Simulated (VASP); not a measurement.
Runs of VASP 6.6.1 on LiF. The structure is that of space group Fm-3m (No. 225), or close to it. The cells are those of the table. 

```tsv
task	cell	gap on the mesh (eV)
electric field gradients	a = 2.790 Å, angles 60.0°, 2 atoms	9.41
single point	a = 2.877, b = 2.877, c = 2.848 Å, angles 60.3, 60.3, 59.3°, 2 atoms	8.63
electric field gradients	a = 2.891, b = 2.891, c = 2.934 Å, angles 59.5, 59.5, 61.0°, 2 atoms	8.30
single point	a = 2.863 Å, angles 59.3°, 2 atoms	(a)
single point	a = 2.863, b = 2.863, c = 2.877 Å, angles 59.8, 59.8, 60.3°, 2 atoms	8.65
electric field gradients	a = 2.829 Å, angles 60.0°, 2 atoms	(c)
single point	a = 2.800 Å, angles 60.0°, 2 atoms	9.31
electric field gradients	a = 2.867 Å, angles 60.0°, 2 atoms	8.66
electric field gradients	a = 2.858 Å, angles 60.0°, 2 atoms	8.74
electric field gradients	a = 2.848 Å, angles 60.0°, 2 atoms	8.83
electric field gradients	a = 2.872 Å, angles 60.0°, 2 atoms	(b)
single point	a = 2.790 Å, angles 60.0°, 2 atoms	9.41
```

Alike in all rows: level LDA; potentials or basis VASP PAW LDA potentials, release 64 (Li_sv, F); no spin polarisation; k mesh 10 × 10 × 10; cutoff (eV) 520; smearing fermi-dirac 0.03 eV.

Problem. Estimate the missing entries.

Solution. (a) 8.81; (b) 8.61; (c) 9.02.

A k mesh can miss the band edges.
